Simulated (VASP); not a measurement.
Write the native input for VASP 6.6.1 that does the following.

| Property | Result |
| --- | --- |
| Task | single point |
| Functional | RPBE |
| Potentials or basis | VASP PAW PBE potentials, release 64 (Rh_pv) |
| Cutoff | 520 eV |
| k mesh | 13 × 13 × 13 |
| Occupations | methfessel-paxton, width 0.1 eV |
| Spin | no spin polarisation |
| Dipole correction | no |
| Further INCAR settings | ALGO = Normal; EDIFF = 1e-06; NBANDS = 14 |

The structure of Rh lies in POSCAR:

```
Rh
1.0
    0.0000000000      1.8978500000      1.8978500000
    1.8978500000      0.0000000000      1.8978500000
    1.8978500000      1.8978500000      0.0000000000
Rh
1
Direct
    0.0000000000      0.0000000000      0.0000000000
```

One way to write it, as run:

INCAR

```
  PREC = Accurate
  ENCUT = 520
  EDIFF = 1E-6
  ISMEAR = 1
  SIGMA = 0.1
  LREAL = F
  LASPH = T
  NELM = 80
  ALGO = Normal
  ISIF = 2
  LWAVE = F
  LCHARG = F
  GGA = RP
  NBANDS = 14
```

KPOINTS

```
regular mesh
0
Gamma
  13 13 13
```

Potentials or basis: VASP PAW PBE potentials, release 64 (Rh_pv).

Command:

```console
$ cat potpaw_PBE.64/Rh_pv/POTCAR > POTCAR
$ mpirun -np 1 vasp_std > vasp.out
```

Results of the run:

```json
{
  "Pressure": "12.3 GPa"
}
```

Caveat: the PAW data sets were made with another functional, which shifts forces and pressure a little.

Wall time 9.9 s on 1 thread of Intel Xeon 6975P-C, on a shared host, peak memory 0.13 GiB.
